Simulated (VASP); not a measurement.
Write the native input for VASP 6.6.1 that does the following.

```yaml
Task: single point
Functional: LDA
Potentials_or_basis: VASP PAW LDA potentials, release 64 (Ru_pv)
Cutoff: 520 eV
k_mesh: 11 × 11 × 6
Occupations: fermi-dirac, width 0.05 eV
Spin: non-collinear spin, zero start, spin-orbit coupling
Starting_moments: "[[0.0, 0.0, 0.0], [0.0, 0.0, 0.0]] μB"
Dipole_correction: no
Further_INCAR_settings: ALGO = Fast; EDIFF = 1e-06; NBANDS = 40
```

The structure of Ru lies in POSCAR:

```
Ru
1.0
    2.7414067149      0.0000000000      0.0000000000
   -1.3707033574      2.3741278572      0.0000000000
    0.0000000000      0.0000000000      4.3382472512
Ru
2
Direct
    0.6666666667      0.3333333333      0.7500000000
    0.3333333333      0.6666666667      0.2500000000
```

These files were run (other wordings do the same):

INCAR

```
PREC     = Accurate       # precision mode
ENCUT    = 520            # plane-wave cutoff, eV
EDIFF    = 1E-6           # SCF threshold, eV
ISMEAR   = -1             # smearing method
SIGMA    = 0.05           # smearing width, eV
LREAL    = F              # projectors in reciprocal space
LASPH    = T              # aspherical terms in the spheres
NELM     = 150            # most SCF steps
ALGO     = Fast           # electronic algorithm
ISIF     = 2              # what is computed and relaxed
LWAVE    = F              # write WAVECAR
LCHARG   = F              # write CHGCAR
LNONCOLLINEAR= T              # non-collinear magnetism
MAGMOM   = 0 0 0 0 0 0    # initial moments
LORBIT   = 11             # projections on sites
LSORBIT  = T              # spin-orbit coupling
GGA_COMPAT= F            
LORBMOM  = T            
LMAXMIX  = 4              # l up to which the mixer works
NBANDS   = 40             # bands
```

KPOINTS

```
Automatic mesh
0
Gamma
  11 11 6
```

Potentials or basis: VASP PAW LDA potentials, release 64 (Ru_pv).

Command:

```bash
$ cat potpaw_LDA.64/Ru_pv/POTCAR > POTCAR
$ mpirun -np 1 vasp_ncl > vasp.out
```

It gave:

The pressure is -22.1 GPa, the net moment is 0.00 μB per cell and the valence electrons inside the program's atomic spheres are Ru 12.60.

Caveat: the cell stands under tension.

Wall time 2.1 min on 1 thread of Intel(R) Xeon(R) Platinum 8259CL CPU @ 2.50GHz (Skylake/Cascade Lake), on a shared host, peak memory 0.23 GiB.
